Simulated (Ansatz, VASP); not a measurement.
**SiC in VASP and in Ansatz**

The input INCAR:

```
PREC     = Accurate       # precision mode
ENCUT    = 520            # plane-wave cutoff, eV
EDIFF    = 1E-6           # SCF threshold, eV
ISMEAR   = 0              # smearing method
SIGMA    = 0.01           # smearing width, eV
LREAL    = False          # projectors in reciprocal space
LASPH    = True           # aspherical terms in the spheres
NELM     = 80             # most SCF steps
ALGO     = Normal         # electronic algorithm
ISIF     = 2              # what is computed and relaxed
LWAVE    = False          # write WAVECAR
LCHARG   = False          # write CHGCAR
NBANDS   = 16             # bands
```

KPOINTS

```
Automatic mesh
0
Gamma
  12 12 6
```

Contents of POSCAR:

```
SiC
1.0
    3.0753564098      0.0000000000      0.0000000000
   -1.5376782049      2.6633367766      0.0000000000
    0.0000000000      0.0000000000      5.0481087265
Si C
2 2
Direct
    0.3333333333      0.6666666667      0.4995917736
    0.6666666667      0.3333333333      0.9995917736
    0.3333333333      0.6666666667      0.8754082264
    0.6666666667      0.3333333333      0.3754082264
```

Input for Ansatz:

```yaml
crystal:
  lattice:
    - [3.0753564098, 0.0, 0.0]
    - [-1.5376782049, 2.6633367766, 0.0]
    - [0.0, 0.0, 5.0481087265]
  atoms:
    - { symbol: Si, position: [0.3333333333, 0.6666666667, 0.4995917736] }
    - { symbol: Si, position: [0.6666666667, 0.3333333333, 0.9995917736] }
    - { symbol: C, position: [0.3333333333, 0.6666666667, 0.8754082264] }
    - { symbol: C, position: [0.6666666667, 0.3333333333, 0.3754082264] }
kpoints:
  mp_grid: { grid: [12, 12, 6] }
  band_path:
    path:
      - [0.0, 0.0, 0.0]
      - [0.5, 0.0, 0.0]
      - [0.3333333333, 0.3333333333, 0.0]
      - [0.0, 0.0, 0.5]
      - [0.5, 0.0, 0.5]
      - [0.3333333333, 0.3333333333, 0.5]
    npoints: 1
hamiltonian:
  xc: lda
scf:
  occupations: { method: fixed }
  n_extra_bands: 5
output:
  forces: true
  stress: true
  eigenvalues: true
```

Alike in both runs: task single point; functional LDA; k mesh 12 × 12 × 6; no spin polarisation.

```csv
,VASP,Ansatz
version,VASP 6.6.1,Ansatz 0.2.0
potentials or method,"VASP PAW LDA potentials, release 64 (Si, C)","plane waves, PAW"
plane-wave cutoff (eV),520,420
occupations,"gaussian, width 0.01 eV",fixed
valence electrons in the cell,16,16
```

VASP gave:

- gap on the k mesh at the Fermi level (eV): 2.15
- pressure (GPa): -3.8

Task: Which values does Ansatz return?

Result: gap on the k mesh at the Fermi level (eV): 2.16; pressure (GPa): -4.2.

LDA's correlation is that of Perdew and Zunger in VASP and of Perdew and Wang (1992) in Ansatz.
